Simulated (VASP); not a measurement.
# CdS (F-43m) in VASP: notebook

Aim: see how the results for CdS move with the level of theory and the settings. Levels: PBE, HSE06. Tasks: single point.

All numbers are computed with VASP 6.6.1; they aren't measurements. Logs are shortened: lines on timing, memory, paths and dates and some standing lists are left out, and cuts for length are marked.

## 1. The cell of the first run

Symmetry: F-43m, No. 216, cubic system. The conventional cell has a = 5.790 Å, b = 5.790 Å, c = 5.790 Å, α = 90.00°, β = 90.00°, γ = 90.00°. Within 3.3 Å of Cd (site symmetry -43m) lie 4 S at 2.51 Å. S (site symmetry -43m) has 4 Cd at 2.51 Å within 3.3 Å.

## 2. Single point, PBE (strain -1.5%)

INCAR reads:

```
PREC = Accurate
ENCUT = 630
EDIFF = 1E-6
ISMEAR = -1
SIGMA = 0.02
LREAL = F
LASPH = T
NELM = 120
ALGO = Normal
ISIF = 2
LWAVE = F
LCHARG = F
GGA = PE
NBANDS = 20
GGA_COMPAT = F
```

KPOINTS reads:

```
regular mesh
0
Gamma
  8 8 8
```

POSCAR reads:

```
CdS
1.0
    0.0000000000      2.8951266139      2.8951266139
    2.8951266139      0.0000000000      2.8951266139
    2.8951266139      2.8951266139      0.0000000000
Cd S
1 1
Direct
    0.0000000000      0.0000000000      0.0000000000
    0.2500000000      0.2500000000      0.2500000000
```

Potentials or basis: VASP PAW PBE potentials, release 64 (Cd_sv_GW, S).

Launch:

```bash
$ cat potpaw_PBE.64/Cd_sv_GW/POTCAR potpaw_PBE.64/S/POTCAR > POTCAR
$ mpirun -np 1 vasp_std > vasp.out
```

OUTCAR:

```text
PREC = Accurate
   ENCUT = 630
   EDIFF = 1E-6
   ISMEAR = -1
   LREAL = F
   LASPH = T
   NELM = 120
   ISIF = 2
   GGA = PE

 ion  position               nearest neighbor table
   1  0.000  0.000  0.000-   2 2.51   2 2.51   2 2.51   2 2.51
   2  0.250  0.250  0.250-   1 2.51   1 2.51   1 2.51   1 2.51

  LATTYP: Found a face centered cubic cell.
 ALAT       =     5.7902532278

  Lattice vectors:

 A1 = (   0.0000000000,   2.8951266139,   2.8951266139)
 A2 = (   2.8951266139,   0.0000000000,   2.8951266139)
 A3 = (   2.8951266139,   2.8951266139,   0.0000000000)

Analysis of symmetry for initial positions (statically):
=====================================================================
 Subroutine PRICEL returns:
 Original cell was already a primitive cell.

 Routine SETGRP: Setting up the symmetry group for a
 face centered cubic supercell.

 Subroutine GETGRP returns: Found 24 space group operations
 (whereof 24 operations were pure point group operations)
 out of a pool of 48 trial point group operations.

The static configuration has the point symmetry T_d .

Analysis of symmetry for dynamics (positions and initial velocities):
=====================================================================
 Subroutine PRICEL returns:
 Original cell was already a primitive cell.

 Routine SETGRP: Setting up the symmetry group for a
 face centered cubic supercell.

 Subroutine GETGRP returns: Found 24 space group operations
 (whereof 24 operations were pure point group operations)
 out of a pool of 48 trial point group operations.

The dynamic configuration has the point symmetry T_d .

 Subroutine INISYM returns: Found 24 space group operations
 (whereof 24 operations are pure point group operations),
 and found     1 'primitive' translations

----------------------------------------------------------------------------------------

                                     Primitive cell

  volume of cell :      48.5325

  direct lattice vectors                    reciprocal lattice vectors
     0.000000000  2.895126614  2.895126614    -0.172704018  0.172704018  0.172704018
     2.895126614  0.000000000  2.895126614     0.172704018 -0.172704018  0.172704018
     2.895126614  2.895126614  0.000000000     0.172704018  0.172704018 -0.172704018

  length of vectors
     4.094327322  4.094327322  4.094327322     0.299132135  0.299132135  0.299132135

  position of ions in fractional coordinates (direct lattice)
     0.000000000  0.000000000  0.000000000
     0.250000000  0.250000000  0.250000000

  ion indices of the primitive-cell ions
   primitive index   ion index
                 1           1
                 2           2

----------------------------------------------------------------------------------------

 KPOINTS: regular mesh

Automatic generation of k-mesh.
 Grid dimensions read from file:
 generate k-points for:    8    8    8

 Generating k-lattice:

  Cartesian coordinates                     Fractional coordinates (reciprocal lattice)
    -0.021588002  0.021588002  0.021588002     0.125000000  0.000000000  0.000000000
     0.021588002 -0.021588002  0.021588002     0.000000000  0.125000000  0.000000000
     0.021588002  0.021588002 -0.021588002     0.000000000  0.000000000  0.125000000

  Length of vectors
     0.037391517  0.037391517  0.037391517

  Shift w.r.t. Gamma in fractional coordinates (k-lattice)
     0.000000000  0.000000000  0.000000000

 Subroutine IBZKPT returns following result:
 ===========================================

 Found     29 irreducible k-points:

 Following reciprocal coordinates:
            Coordinates               Weight
  0.000000  0.000000  0.000000      1.000000
  0.125000  0.000000  0.000000      8.000000
  0.250000  0.000000  0.000000      8.000000
  0.375000  0.000000  0.000000      8.000000
  0.500000  0.000000  0.000000      4.000000
  0.125000  0.125000  0.000000      6.000000
[... 16 lines left out ...]
  0.500000  0.250000  0.125000     48.000000
 -0.375000  0.250000  0.125000     24.000000
 [... further k-points ...]
   k-points           NKPTS =     29   k-points in BZ     NKDIM =     29   number of bands    NBANDS=     20
   number of dos      NEDOS =    301   number of ions     NIONS =      2
   total plane-waves  NPLWV =  46656
   dimension x,y,z NGX =    36 NGY =   36 NGZ =   36
   dimension x,y,z NGXF=    72 NGYF=   72 NGZF=   72
   ions per type =               1   1
   NGX,Y,Z   is equivalent  to a cutoff of  14.62, 14.62, 14.62 a.u.
   NGXF,Y,Z  is equivalent  to a cutoff of  29.23, 29.23, 29.23 a.u.
 SYSTEM =  unknown system
   PREC   = accura    normal or accurate (medium, high low for compatibility)
   ISTART =      0    job   : 0-new  1-cont  2-samecut
   ICHARG =      2    charge: 1-file 2-atom 10-const
   ISPIN  =      1    spin polarized calculation?
   LNONCOLLINEAR =      F non collinear calculations
   LSORBIT =      F    spin-orbit coupling
   LASPH  =      T    aspherical Exc in radial PAW
   ENCUT  =  630.0 eV  46.30 Ry    6.80 a.u.   8.38  8.38  8.38*2*pi/ulx,y,z
   NELM   =    120;   NELMIN=  2; NELMDL= -5     # of ELM steps
   EDIFF  = 0.1E-05   stopping-criterion for ELM
   LREAL  =      F    real-space projection
   EDIFFG = 0.1E-04   stopping-criterion for IOM
   NSW    =      0    number of steps for IOM
   IBRION =     -1    ionic relax: 0-MD 1-quasi-New 2-CG
   NFREE  =      0    steps in history (QN), initial steepest desc. (CG)
   ISIF   =      2    stress and relaxation
   ISYM   =      2    0-nonsym 1-usesym 2-fastsym
   POTIM  = 0.5000    time-step for ionic-motion
   TEBEG  =    0.0;   TEEND  =   0.0 temperature during run
   PSTRESS=    0.0 pullay stress
   NELECT =      26.0000    total number of electrons
   NUPDOWN=      -1.0000    fix difference up-down
   EMIN   =  10.00;   EMAX   =-10.00  energy-range for DOS
   EFERMI =   0.00;   METHOD = LEGACY
   ISMEAR =    -1;   SIGMA  =   0.02  broadening in eV -4-tet -1-fermi 0-gaus
   EFERMI_NEDOS =   21; number of points for ismear=-14 and -15
   IALGO  =     38    algorithm
   IMIX   =      4    mixing-type and parameters
     AMIX     =   0.40;   BMIX     =  1.00
     AMIX_MAG =   1.60;   BMIX_MAG =  1.00
  volume/ion in A,a.u.               =      24.27       163.76
  Fermi-wavevector in a.u.,A,eV,Ry     =   1.329602  2.512584 24.052950  1.767842
  Thomas-Fermi vector in A             =   2.458752
   LORBIT       =      0    0 simple, 1 ext, 2 COOP (PROOUT), +10 PAW based schemes
   GGA     = PE    functional components
   LHFCALC =     F    Hartree Fock is set to
   AEXX    =    0.0000 exact exchange contribution
   IVDW    =     0    specifies the selected vdW correction
   LEPSILON=     F    determine dielectric tensor
   LRPA    =     F    only Hartree local field effects (RPA)
 non-spin polarized calculation
  energy-cutoff  :      630.00
  volume of cell :       48.53
 maximum number of plane-waves:      1807
 NGX is ok and might be reduce to    36
   NGX = 17   NGY = 17   NGZ = 17

 number of electron      26.0000008 magnetization

 Free energy of the ion-electron system (eV)
  ---------------------------------------------------
  ext. energy  EPLUGINS =         0.00000000
  ---------------------------------------------------
  free energy    TOTEN  =        -6.17677555 eV

  energy without entropy =       -6.17677555  energy(sigma->0) =       -6.17677555

 E-fermi :   3.5015     XC(G=0):  -9.3676

 val. band max:        3.0815554766   @ k =   0.0000   0.0000   0.0000
 cond. band min:       4.2725634991   @ k =   0.0000   0.0000   0.0000
 fundamental gap:      1.1910080225
 Fermi energy:         3.5014935660

 k-point     1 :       0.0000    0.0000    0.0000
  band No.  band energies     occupation
      1     -98.2937      2.00000
      2     -59.3565      2.00000
      3     -59.3565      2.00000
      4     -59.3565      2.00000
      5      -9.4212      2.00000
      6      -4.7244      2.00000
[... 12 lines left out ...]
     19      14.5991      0.00000
     20      14.6421      0.00000

 k-point     2 :       0.1250    0.0000    0.0000
  band No.  band energies     occupation
      1     -98.2937      2.00000
      2     -59.3565      2.00000
      3     -59.3564      2.00000
      4     -59.3564      2.00000
      5      -9.3557      2.00000
      6      -4.7005      2.00000
[... 12 lines left out ...]
     19      13.9807      0.00000
     20      15.1618      0.00000

 k-point     3 :       0.2500    0.0000    0.0000
  band No.  band energies     occupation
      1     -98.2937      2.00000
      2     -59.3567      2.00000
      3     -59.3564      2.00000
      4     -59.3564      2.00000
      5      -9.1965      2.00000
      6      -4.6489      2.00000
[... 12 lines left out ...]
     19      13.7312      0.00000
     20      14.4349      0.00000

 k-point     4 :       0.3750    0.0000    0.0000
  band No.  band energies     occupation
      1     -98.2937      2.00000
      2     -59.3570      2.00000
      3     -59.3565      2.00000
      4     -59.3565      2.00000
      5      -9.0373      2.00000
      6      -4.6090      2.00000
[... 12 lines left out ...]
     19      14.5805      0.00000
     20      14.5805      0.00000

 k-point     5 :       0.5000    0.0000    0.0000
  band No.  band energies     occupation
      1     -98.2937      2.00000
      2     -59.3571      2.00000
      3     -59.3564      2.00000
      4     -59.3564      2.00000
      5      -8.9718      2.00000
      6      -4.5968      2.00000
[... 12 lines left out ...]
     19      15.5940      0.00000
     20      15.5940      0.00000

 k-point     6 :       0.1250    0.1250    0.0000
  band No.  band energies     occupation
      1     -98.2937      2.00000
      2     -59.3564      2.00000
      3     -59.3564      2.00000
      4     -59.3564      2.00000
      5      -9.3340      2.00000
      6      -4.6815      2.00000
[... 12 lines left out ...]
     19      14.6782      0.00000
     20      15.8818      0.00000

 k-point     7 :       0.2500    0.1250    0.0000
  band No.  band energies     occupation
      1     -98.2937      2.00000
      2     -59.3567      2.00000
      3     -59.3565      2.00000
      4     -59.3565      2.00000
      5      -9.2064      2.00000
      6      -4.6466      2.00000
[... 12 lines left out ...]
     19      14.5317      0.00000
     20      15.8401      0.00000
[... 277 lines left out ...]
 k-point    20 :      -0.3750    0.3750    0.0000
  band No.  band energies     occupation
      1     -98.2937      2.00000
      2     -59.3570      2.00000
      3     -59.3568      2.00000
      4     -59.3566      2.00000
      5      -8.8462      2.00000
      6      -4.5173      2.00000
[... 12 lines left out ...]
     19      15.1024      0.00000
     20      17.3107      0.00000

 k-point    21 :       0.5000    0.5000    0.0000
  band No.  band energies     occupation
      1     -98.2937      2.00000
      2     -59.3571      2.00000
      3     -59.3566      2.00000
      4     -59.3566      2.00000
      5      -8.8331      2.00000
      6      -4.5045      2.00000
[... 12 lines left out ...]
     19      15.2759      0.00000
     20      16.5257      0.00000

 k-point    22 :       0.3750    0.2500    0.1250
  band No.  band energies     occupation
      1     -98.2937      2.00000
      2     -59.3568      2.00000
      3     -59.3566      2.00000
      4     -59.3565      2.00000
      5      -9.0796      2.00000
      6      -4.5946      2.00000
[... 12 lines left out ...]
     19      15.0787      0.00000
     20      16.9756      0.00000

 k-point    23 :       0.5000    0.2500    0.1250
  band No.  band energies     occupation
      1     -98.2937      2.00000
      2     -59.3569      2.00000
      3     -59.3566      2.00000
      4     -59.3565      2.00000
      5      -8.9545      2.00000
      6      -4.5562      2.00000
[... 12 lines left out ...]
     19      15.9398      0.00000
     20      16.1569      0.00000

 k-point    24 :      -0.3750    0.2500    0.1250
  band No.  band energies     occupation
      1     -98.2937      2.00000
      2     -59.3570      2.00000
      3     -59.3567      2.00000
      4     -59.3566      2.00000
      5      -8.9034      2.00000
      6      -4.5513      2.00000
[... 12 lines left out ...]
     19      15.3602      0.00000
     20      16.2407      0.00000

 [... further k-points ...]

------------------------ aborting loop because EDIFF is reached ----------------------------------------

  FORCE on cell =-STRESS in cart. coord.  units (eV):
  Direction    XX          YY          ZZ          XY          YZ          ZX
  --------------------------------------------------------------------------------------
  -------------------------------------------------------------------------------------
  Total        1.2843618      1.2843618      1.2843618      0.0000000      0.0000000     -0.0000000
  in kB       42.3999432     42.3999432     42.3999432      0.0000000      0.0000000     -0.0000000
  external PRESSURE =      42.3999432 kB  Pullay stress =       0.0000000 kB

 VOLUME and BASIS-vectors are now :
 -----------------------------------------------------------------------------
  energy-cutoff  :      630.00
  volume of cell :       48.53
      direct lattice vectors                 reciprocal lattice vectors
     0.000000000  2.895126614  2.895126614    -0.172704018  0.172704018  0.172704018
     2.895126614  0.000000000  2.895126614     0.172704018 -0.172704018  0.172704018
     2.895126614  2.895126614  0.000000000     0.172704018  0.172704018 -0.172704018

 POSITION                                       TOTAL-FORCE (eV/Angst)
 -----------------------------------------------------------------------------------
      0.00000      0.00000      0.00000         0.000000      0.000000      0.000000
      1.44756      1.44756      1.44756        -0.000000     -0.000000     -0.000000
 -----------------------------------------------------------------------------------
    total drift:                                0.000000      0.000000      0.000000

  FREE ENERGIE OF THE ION-ELECTRON SYSTEM (eV)
  ---------------------------------------------------
  free  energy   TOTEN  =        -6.1767755485 eV

  energy  without entropy=       -6.1767755485  energy(sigma->0) =       -6.17677555
```

Wall time 16 s (1 thread of Intel Xeon 6975P-C (Granite Rapids), shared host); peak memory 0.23 GiB.

What came out:

```yaml
Free_energy: -6.1768 eV
Pressure: 4.2 GPa
Band_gap_on_the_k_mesh: 1.19 eV
```

Caveat: the cell differs from its parent crystal (strain -1.5%); the cell stands under pressure; the structure was generated, so it needn't be the stable form of CdS.

[end of part 1 of 2]
